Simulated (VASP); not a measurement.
# Ru (P6_3/mmc) in VASP: a series of runs, part 2 of 2

VASP 6.6.1. Earlier steps stand in the parts before.

### 5 Single point, PBE

INCAR

```
PREC = Accurate ; ENCUT = 520
EDIFF = 1E-7 ; ISMEAR = 0
SIGMA = 0.1 ; LREAL = F
LASPH = T ; NELM = 80
ALGO = Normal ; ISIF = 2
LWAVE = F ; LCHARG = T
GGA = PE ; LELF = T
LVHAR = T ; NBANDS = 21
```

KPOINTS

```
Automatic mesh
0
Gamma
  9 9 6
```

POSCAR

```
Ru
1.0
    2.7078263433      0.0000000000      0.0000000000
   -1.3539131716      2.3450464023      0.0000000000
    0.0000000000      0.0000000000      4.2681017800
Ru
2
Direct
    0.3333333300      0.6666666700      0.2500000000
    0.6666666700      0.3333333300      0.7500000000
```

Potentials or basis: VASP PAW PBE potentials, release 64 (Ru_pv).

Started as:

```
$ cat potpaw_PBE.64/Ru_pv/POTCAR > POTCAR
$ mpirun -np 1 vasp_std > vasp.out
```

OUTCAR:

```text
PREC = Accurate
   ENCUT = 520
   EDIFF = 1E-7
   ISMEAR = 0
   LREAL = F
   LASPH = T
   NELM = 80
   ISIF = 2
   GGA = PE

 ion  position               nearest neighbor table
   1  0.333  0.667  0.250-   2 2.65   2 2.65   2 2.65   2 2.65   2 2.65   2 2.65
   2  0.667  0.333  0.750-   1 2.65   1 2.65   1 2.65   1 2.65   1 2.65   1 2.65

  LATTYP: Found a hexagonal cell.
 ALAT       =     2.7078263433
 C/A-ratio  =     1.5762095640

  Lattice vectors:

 A1 = (   2.7078263433,   0.0000000000,   0.0000000000)
 A2 = (  -1.3539131716,   2.3450464023,   0.0000000000)
 A3 = (   0.0000000000,   0.0000000000,   4.2681017800)

Analysis of symmetry for initial positions (statically):
=====================================================================
 Subroutine PRICEL returns:
 Original cell was already a primitive cell.

 Routine SETGRP: Setting up the symmetry group for a
 hexagonal supercell.

 Subroutine GETGRP returns: Found 24 space group operations
 (whereof 12 operations were pure point group operations)
 out of a pool of 24 trial point group operations.

The static configuration has the point symmetry D_3d.
 The point group associated with its full space group is D_6h.

Analysis of symmetry for dynamics (positions and initial velocities):
=====================================================================
 Subroutine PRICEL returns:
 Original cell was already a primitive cell.

 Routine SETGRP: Setting up the symmetry group for a
 hexagonal supercell.

 Subroutine GETGRP returns: Found 24 space group operations
 (whereof 12 operations were pure point group operations)
 out of a pool of 24 trial point group operations.

The dynamic configuration has the point symmetry D_3d.
 The point group associated with its full space group is D_6h.

 Subroutine INISYM returns: Found 24 space group operations
 (whereof 12 operations are pure point group operations),
 and found     1 'primitive' translations

----------------------------------------------------------------------------------------

                                     Primitive cell

  volume of cell :      27.1024

  direct lattice vectors                    reciprocal lattice vectors
     2.707826343  0.000000000  0.000000000     0.369299901  0.213215397  0.000000000
    -1.353913172  2.345046402  0.000000000     0.000000000  0.426430794  0.000000000
     0.000000000  0.000000000  4.268101780     0.000000000  0.000000000  0.234296193

  length of vectors
     2.707826343  2.707826343  4.268101780     0.426430794  0.426430794  0.234296193

  position of ions in fractional coordinates (direct lattice)
     0.333333330  0.666666670  0.250000000
     0.666666670  0.333333330  0.750000000

  ion indices of the primitive-cell ions
   primitive index   ion index
                 1           1
                 2           2

----------------------------------------------------------------------------------------

 KPOINTS: Automatic mesh

Automatic generation of k-mesh.
 Grid dimensions read from file:
 generate k-points for:    9    9    6

 Generating k-lattice:

  Cartesian coordinates                     Fractional coordinates (reciprocal lattice)
     0.041033322  0.023690600  0.000000000     0.111111111  0.000000000  0.000000000
     0.000000000  0.047381199  0.000000000     0.000000000  0.111111111  0.000000000
     0.000000000  0.000000000  0.039049366     0.000000000  0.000000000  0.166666667

  Length of vectors
     0.047381199  0.047381199  0.039049366

  Shift w.r.t. Gamma in fractional coordinates (k-lattice)
     0.000000000  0.000000000  0.000000000

 Subroutine IBZKPT returns following result:
 ===========================================

 Found     48 irreducible k-points:

 Following reciprocal coordinates:
            Coordinates               Weight
  0.000000  0.000000  0.000000      1.000000
  0.111111 -0.000000  0.000000      6.000000
  0.222222 -0.000000  0.000000      6.000000
  0.333333 -0.000000  0.000000      6.000000
  0.444444 -0.000000  0.000000      6.000000
  0.111111  0.111111  0.000000      6.000000
[... 16 lines left out ...]
  0.333333  0.222222  0.166667     24.000000
  0.333333  0.333333  0.166667      4.000000
 [... further k-points ...]
   k-points           NKPTS =     48   k-points in BZ     NKDIM =     48   number of bands    NBANDS=     21
   number of dos      NEDOS =    301   number of ions     NIONS =      2
   total plane-waves  NPLWV =  12800
   dimension x,y,z NGX =    20 NGY =   20 NGZ =   32
   dimension x,y,z NGXF=    40 NGYF=   40 NGZF=   64
   ions per type =               2
   NGX,Y,Z   is equivalent  to a cutoff of  12.28, 12.28, 12.46 a.u.
   NGXF,Y,Z  is equivalent  to a cutoff of  24.56, 24.56, 24.93 a.u.
 SYSTEM =  unknown system
   PREC   = accura    normal or accurate (medium, high low for compatibility)
   ISTART =      0    job   : 0-new  1-cont  2-samecut
   ICHARG =      2    charge: 1-file 2-atom 10-const
   ISPIN  =      1    spin polarized calculation?
   LNONCOLLINEAR =      F non collinear calculations
   LSORBIT =      F    spin-orbit coupling
   LASPH  =      T    aspherical Exc in radial PAW
   ENCUT  =  520.0 eV  38.22 Ry    6.18 a.u.   5.03  5.03  7.94*2*pi/ulx,y,z
   NELM   =     80;   NELMIN=  2; NELMDL= -5     # of ELM steps
   EDIFF  = 0.1E-06   stopping-criterion for ELM
   LREAL  =      F    real-space projection
   EDIFFG = 0.1E-05   stopping-criterion for IOM
   NSW    =      0    number of steps for IOM
   IBRION =     -1    ionic relax: 0-MD 1-quasi-New 2-CG
   NFREE  =      0    steps in history (QN), initial steepest desc. (CG)
   ISIF   =      2    stress and relaxation
   ISYM   =      2    0-nonsym 1-usesym 2-fastsym
   POTIM  = 0.5000    time-step for ionic-motion
   TEBEG  =    0.0;   TEEND  =   0.0 temperature during run
   PSTRESS=    0.0 pullay stress
   NELECT =      28.0000    total number of electrons
   NUPDOWN=      -1.0000    fix difference up-down
   EMIN   =  10.00;   EMAX   =-10.00  energy-range for DOS
   EFERMI =   0.00;   METHOD = LEGACY
   ISMEAR =     0;   SIGMA  =   0.10  broadening in eV -4-tet -1-fermi 0-gaus
   EFERMI_NEDOS =   21; number of points for ismear=-14 and -15
   IALGO  =     38    algorithm
   IMIX   =      4    mixing-type and parameters
     AMIX     =   0.40;   BMIX     =  1.00
     AMIX_MAG =   1.60;   BMIX_MAG =  1.00
  volume/ion in A,a.u.               =      13.55        91.45
  Fermi-wavevector in a.u.,A,eV,Ry     =   1.654977  3.127452 37.265640  2.738947
  Thomas-Fermi vector in A             =   2.743152
   LORBIT       =      0    0 simple, 1 ext, 2 COOP (PROOUT), +10 PAW based schemes
   GGA     = PE    functional components
   LHFCALC =     F    Hartree Fock is set to
   AEXX    =    0.0000 exact exchange contribution
   IVDW    =     0    specifies the selected vdW correction
   LEPSILON=     F    determine dielectric tensor
   LRPA    =     F    only Hartree local field effects (RPA)
 non-spin polarized calculation
 Gauss-broadening in eV      SIGMA  =   0.10
  energy-cutoff  :      520.00
  volume of cell :       27.10
 maximum number of plane-waves:       747
   NGX = 11   NGY = 11   NGZ = 15

 number of electron      28.0000006 magnetization

 Free energy of the ion-electron system (eV)
  ---------------------------------------------------
  ext. energy  EPLUGINS =         0.00000000
  ---------------------------------------------------
  free energy    TOTEN  =       -18.48131900 eV

  energy without entropy =      -18.47696640  energy(sigma->0) =      -18.47914270

 E-fermi :  12.9234     XC(G=0): -14.1319

 val. band max:       12.8612636475   @ k =   0.4444   0.1111   0.5000
 cond. band min:      12.9499332245   @ k =   0.1111   0.1111   0.3333
 fundamental gap:      0.0886695770
 Fermi energy:        12.9234221755

 k-point     1 :       0.0000    0.0000    0.0000
  band No.  band energies     occupation
      1     -30.7803      2.00000
      2     -29.8570      2.00000
      3     -29.8570      2.00000
      4     -29.6824      2.00000
      5     -29.6824      2.00000
      6     -29.6203      2.00000
[... 13 lines left out ...]
     20      23.2852      0.00000
     21      23.3362      0.00000

 k-point     2 :       0.1111   -0.0000    0.0000
  band No.  band energies     occupation
      1     -30.7384      2.00000
      2     -29.9438      2.00000
      3     -29.8863      2.00000
      4     -29.7727      2.00000
      5     -29.6943      2.00000
      6     -29.6404      2.00000
[... 520 lines left out ...]
 k-point    24 :       0.3333    0.3333    0.1667
  band No.  band energies     occupation
      1     -30.4406      2.00000
      2     -30.3880      2.00000
      3     -30.3880      2.00000
      4     -30.1183      2.00000
      5     -29.9906      2.00000
      6     -29.9906      2.00000
[... 13 lines left out ...]
     20      23.2852      0.00000
     21      23.2852      0.00000

 [... further k-points ...]
[... 5 lines left out ...]
  --------------------------------------------------------------------------------------
  -------------------------------------------------------------------------------------
  Total        0.7105978      0.7105978      1.0465972      0.0000000      0.0000000      0.0000000
  in kB       42.0075561     42.0075561     61.8704279      0.0000000      0.0000000      0.0000000
  external PRESSURE =      48.6285134 kB  Pullay stress =       0.0000000 kB

 VOLUME and BASIS-vectors are now :
 -----------------------------------------------------------------------------
  energy-cutoff  :      520.00
  volume of cell :       27.10
      direct lattice vectors                 reciprocal lattice vectors
     2.707826343  0.000000000  0.000000000     0.369299901  0.213215397  0.000000000
    -1.353913172  2.345046402  0.000000000     0.000000000  0.426430794  0.000000000
     0.000000000  0.000000000  4.268101780     0.000000000  0.000000000  0.234296193

 POSITION                                       TOTAL-FORCE (eV/Angst)
 -----------------------------------------------------------------------------------
     -0.00000      1.56336      1.06703        -0.000000      0.000000      0.000000
      1.35391      0.78168      3.20108         0.000000      0.000000      0.000000
 -----------------------------------------------------------------------------------
    total drift:                               -0.000004      0.000003     -0.000000

  FREE ENERGIE OF THE ION-ELECTRON SYSTEM (eV)
  ---------------------------------------------------
  free  energy   TOTEN  =       -18.4813190030 eV

  energy  without entropy=      -18.4769663953  energy(sigma->0) =      -18.47914270
```

OSZICAR:

```text
N       E                     dE             d eps       ncg     rms          rms(c)
DAV:   1     0.283795195434E+03    0.28380E+03   -0.17527E+04  2016   0.149E+03
DAV:   2    -0.142658699347E+02   -0.29806E+03   -0.28931E+03  2036   0.445E+02
DAV:   3    -0.197814168566E+02   -0.55155E+01   -0.54856E+01  2396   0.678E+01
DAV:   4    -0.198219640398E+02   -0.40547E-01   -0.40516E-01  2447   0.554E+00
DAV:   5    -0.198224671522E+02   -0.50311E-03   -0.49910E-03  2350   0.541E-01    0.178E+01
DAV:   6    -0.185722205629E+02    0.12502E+01   -0.27913E+00  2246   0.164E+01    0.479E+00
DAV:   7    -0.184885193598E+02    0.83701E-01   -0.33460E-01  2356   0.462E+00    0.108E+00
DAV:   8    -0.184814298740E+02    0.70895E-02   -0.19390E-02  2206   0.976E-01    0.194E-01
DAV:   9    -0.184813124253E+02    0.11745E-03   -0.87180E-04  2309   0.309E-01    0.339E-02
DAV:  10    -0.184813220585E+02   -0.96332E-05   -0.43672E-05  2311   0.696E-02    0.182E-02
DAV:  11    -0.184813192952E+02    0.27633E-05   -0.97795E-06  2236   0.298E-02    0.267E-03
DAV:  12    -0.184813189970E+02    0.29822E-06   -0.17027E-07  1561   0.463E-03    0.536E-04
DAV:  13    -0.184813190030E+02   -0.59922E-08   -0.70268E-09  1293   0.885E-04
   1 F= -.18481319E+02 E0= -.18479143E+02  d E =-.435261E-02
```

Wall time 10 s (1 thread of Intel Xeon 6975P-C, shared host); peak memory 0.15 GiB.

Results:

| Quantity | Value |
| --- | --- |
| Free energy | -18.4813 eV |
| Pressure | 4.9 GPa |
| Band gap on the k mesh | zero (band 14 reaches 14.33 eV, above the bottom of band 15 at 11.29 eV) |

Levels at points of the mesh, in eV from the Fermi level:
| k point | band 12 | band 13 | band 14 | band 15 | band 16 | band 17 |
| --- | --- | --- | --- | --- | --- | --- |
| (0.00, 0.00, 0.00) | -1.97 | -1.97 | -1.47 | -1.47 | 1.14 | 1.14 |
| (0.00, 0.00, 0.50) | -2.84 | -2.74 | -2.74 | 0.50 | 0.50 | 0.50 |

### 6 Single point, PBE

This run uses another cell than the first one, of 19.78 Å³/atom, 1.460 times its volume.

INCAR

```
PREC     = Accurate       # precision mode
ENCUT    = 520            # plane-wave cutoff, eV
EDIFF    = 1E-7           # SCF threshold, eV
ISMEAR   = 0              # smearing method
SIGMA    = 0.1            # smearing width, eV
LREAL    = False          # projectors in reciprocal space
LASPH    = True           # aspherical terms in the spheres
NELM     = 80             # most SCF steps
ALGO     = Fast           # electronic algorithm
ISIF     = 2              # what is computed and relaxed
LWAVE    = False          # write WAVECAR
LCHARG   = False          # write CHGCAR
GGA      = PE             # functional
NBANDS   = 21             # bands
```

KPOINTS is that of step 5.

POSCAR

```
Ru
1.0
    3.0718859971      0.0000000000      0.0000000000
   -1.5359429985      2.6603313110      0.0000000000
    0.0000000000      0.0000000000      4.8419360882
Ru
2
Direct
    0.3333333333      0.6666666667      0.2500000000
    0.6666666667      0.3333333333      0.7500000000
```

Potentials or basis: VASP PAW PBE potentials, release 64 (Ru_pv).

Started as:

```
$ cat potpaw_PBE.64/Ru_pv/POTCAR > POTCAR
$ mpirun -np 1 vasp_std > vasp.out
```

Wall time 17 s (1 thread of Intel Xeon 6975P-C, shared host); peak memory 0.17 GiB.

The run converged. Its results:

```
Free energy            : -16.0037 eV
Pressure               : -45.5 GPa
Band gap on the k mesh : zero (band 14 reaches 7.83 eV, above the bottom of band 15 at 6.18 eV)
```

Stress tensor (GPa, compression positive):
```
-44.63   0.00   0.00
  0.00 -44.63   0.00
  0.00   0.00 -47.20
```

Levels at points of the mesh, in eV from the Fermi level:
```csv
k point,band 12,band 13,band 14,band 15,band 16,band 17
"(0.00, 0.00, 0.00)",-1.10,-1.10,-0.83,-0.83,0.63,0.63
"(0.00, 0.00, 0.50)",-1.58,-1.58,-1.58,0.24,0.24,0.24
```

### 7 Overview

```csv
level,cell,k mesh,gap on the mesh (eV),pressure (GPa),largest force (eV/Å)
PBE,"a = 2.708, b = 2.708, c = 4.268 Å, angles 90.0, 90.0, 120.0°, 2 atoms",1 × 4 × 7,none,25.3,0.93
PBEsol,"a = 2.708, b = 2.708, c = 4.268 Å, angles 90.0, 90.0, 120.0°, 2 atoms",4 × 10 × 1,none,-8.7,0.15
PBE,"a = 2.708, b = 2.708, c = 4.268 Å, angles 90.0, 90.0, 120.0°, 2 atoms",9 × 9 × 6,none,4.9,-
PBE,"a = 3.072, b = 3.072, c = 4.842 Å, angles 90.0, 90.0, 120.0°, 2 atoms",9 × 9 × 6,none,-45.5,-
```

Alike in all rows: task single point; potentials or basis VASP PAW PBE potentials, release 64 (Ru_pv); no spin polarisation; cutoff (eV) 520; smearing gaussian 0.1 eV.

Caveats: some runs use coarse meshes; the PAW data sets were made with another functional, which shifts forces and pressure a little (some runs).

Absolute energies hang on the potentials; compare differences alone.
